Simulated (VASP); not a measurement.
Crystal: CoSi.

```xyz
4
Lattice="3.9971 0.0000 0.0000 0.0000 2.6452 0.0000 0.0000 0.0000 4.0811" Properties=species:S:1:pos:R:3 pbc="T T T"
Co    2.9978    0.0000    2.8037
Co    0.9993    0.0000    1.2774
Si    2.9978    1.3226    0.7672
Si    0.9993    1.3226    3.3138
```

| Item | Value |
| --- | --- |
| Program | VASP 6.6.1 |
| Task | relaxation of cell and atoms |
| Functional | PBE |
| Potentials or basis | VASP PAW PBE potentials, release 64 (Co_sv, Si) |
| Cutoff | 690 eV |
| k mesh | 4 × 6 × 4 |
| Occupations | gaussian, width 0.1 eV |
| Spin | no spin polarisation |

At the start: pressure -1.2 GPa; volume 10.79 Å³/atom.

Where does the relaxation end?

Over 11 steps the energy falls by 52.9 meV/atom and the volume is 10.69 Å³/atom (-0.9 %); space group Pmma (No. 51, to 0.1 Å) before and after.

Step by step:
```csv
step,energy change (eV),largest force (eV/Å),pressure (GPa),volume (Å³)
1,0.0000,0.7379,-1.17,43.15
2,-0.1304,0.4293,0.94,42.63
3,-0.1334,0.3799,1.53,42.53
4,-0.1626,0.2426,-1.73,43.09
5,-0.1718,0.1976,-4.20,43.57
6,-0.1917,0.1592,-2.44,43.20
7,-0.2067,0.1230,0.39,42.66
8,-0.2075,0.1180,1.22,42.50
9,-0.2097,0.0850,0.76,42.60
10,-0.2112,0.0283,-0.11,42.78
11,-0.2117,0.0079,0.01,42.76
```

Final structure:
```cif
data_structure
_symmetry_space_group_name_H-M 'P 1'
_symmetry_Int_Tables_number 1
_cell_length_a 4.0208
_cell_length_b 2.6089
_cell_length_c 4.0765
_cell_angle_alpha 90.000
_cell_angle_beta 90.000
_cell_angle_gamma 90.000
_cell_volume 42.76
loop_
_atom_site_label
_atom_site_type_symbol
_atom_site_fract_x
_atom_site_fract_y
_atom_site_fract_z
_atom_site_occupancy
Co1 Co 0.75000 0.00000 0.71992 1
Co2 Co 0.25000 0.00000 0.28008 1
Si1 Si 0.75000 0.50000 0.22591 1
Si2 Si 0.25000 0.50000 0.77409 1
```

Caveat: the k points lie up to 0.40 Å⁻¹ apart in the final cell, too coarse for converged energies and pressures of a metal.
